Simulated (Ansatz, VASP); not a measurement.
# Two plane-wave programs on CuO

```
CELL_PARAMETERS angstrom
2.03002 -2.19579 0.00000
2.03002 2.19579 0.00000
0.00000 0.00000 5.25705
ATOMIC_POSITIONS crystal
Cu 0.50000 0.00000 0.00000
Cu 0.00000 0.50000 0.50000
O 0.50000 0.50000 0.25000
O 0.50000 0.50000 0.75000
```

Alike in both runs: task single point; functional RPBE; k mesh 9 × 9 × 5; occupations fermi-dirac, width 0.05 eV; no spin polarisation.

```csv
,VASP,Ansatz
version,VASP 6.6.1,Ansatz 0.2.0
potentials or method,"VASP PAW PBE potentials, release 64 (Cu, O)",Ansatz PAW
plane-wave cutoff (eV),520,420
valence electrons in the cell,34,50
```

Ansatz gave:

* gap on the k mesh at the Fermi level (eV): none
* pressure (GPa): -1.9
* traceless stress, the component that is largest in VASP (GPa): -1.57

What did VASP give for the same quantities?

gap on the k mesh at the Fermi level (eV): none; pressure (GPa): -1.3; traceless stress, the component that is largest in VASP (GPa): -1.33.

VASP's potentials were made for PBE, not for RPBE. A gap of «none» marks a metal or a gap that the smearing closes. VASP's potentials hold 34 valence electrons a cell and Ansatz's 50, so a difference there can come from the potentials and not from the codes.
